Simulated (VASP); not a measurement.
## MgSe: single point with PBE

The system is MgSe.

```
Mg Se
1.0
     0.00000    2.68154    2.68154
     2.68154    0.00000    2.68154
     2.68154    2.68154    0.00000
Mg Se
1 1
Cartesian
  0.0000 0.0000 0.0000
  2.6815 2.6815 2.6815
```

This cell differs from its parent crystal: strain -2.0%.

| Quantity | Value |
| --- | --- |
| Program | VASP 6.6.1 |
| Task | single point |
| Functional | PBE |
| Potentials or basis | VASP PAW PBE potentials, release 64 (Mg, Se) |
| Cutoff | 600 eV |
| k mesh | 8 × 8 × 8 |
| Occupations | fermi-dirac, width 0.02 eV |
| Spin | no spin polarisation |

```
Pressure               : 5.6 GPa
Band gap on the k mesh : 1.88 eV, indirect (least direct gap 2.94 eV)
```

Levels at points of the mesh, in eV from the valence-band top:
```csv
k point,band 2,band 3,band 4,band 5,band 6,band 7
"(0.00, 0.00, 0.00)",0.00,0.00,0.00,2.94,7.39,7.39
"(0.50, 0.00, 0.00)",-5.23,-0.64,-0.64,3.89,6.16,6.16
"(0.50, 0.50, 0.00)",-4.54,-1.91,-1.91,1.88,3.81,12.24
```

Run time: 13 s on 1 thread of Intel(R) Xeon(R) Platinum 8559C (Emerald Rapids) (shared host), peak memory 0.17 GiB.

Caveat: the cell differs from its parent crystal (strain -2.0%). A k mesh can miss the band edges.
